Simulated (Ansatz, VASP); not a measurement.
**SiC: VASP beside Ansatz**

```
Si C
1.0
     3.09689    0.00000    0.00000
    -1.54844    2.68198    0.00000
     0.00000    0.00000    7.58611
Si C
3 3
Direct
  0.00000 0.00000 0.00000
  0.33333 0.66667 0.33334
  0.66667 0.33333 0.66667
  0.00000 0.00000 0.25000
  0.33333 0.66667 0.58333
  0.66667 0.33333 0.91666
```

Alike in both runs: functional PBE; k mesh 12 × 12 × 4; occupations gaussian, width 0.02 eV; no spin polarisation.

Ansatz relaxed the structure, and its values are those at the end. VASP's run is a single point on that final structure, the one shown.

|  | VASP | Ansatz |
| --- | --- | --- |
| version | VASP 6.6.1 | Ansatz 0.2.0 |
| potentials or method | VASP PAW PBE potentials, release 64 (Si, C), cutoff 520 eV | scalar-relativistic, plane waves, PAW |
| valence electrons in the cell | 24 | 24 |

```csv
,VASP,Ansatz,Ansatz less VASP
gap on the k mesh at the Fermi level (eV),1.37,1.37,+0.002
least direct gap on the mesh (eV),2.97,2.97,+0.002
pressure (GPa),0.0,0.0,+0.05
```
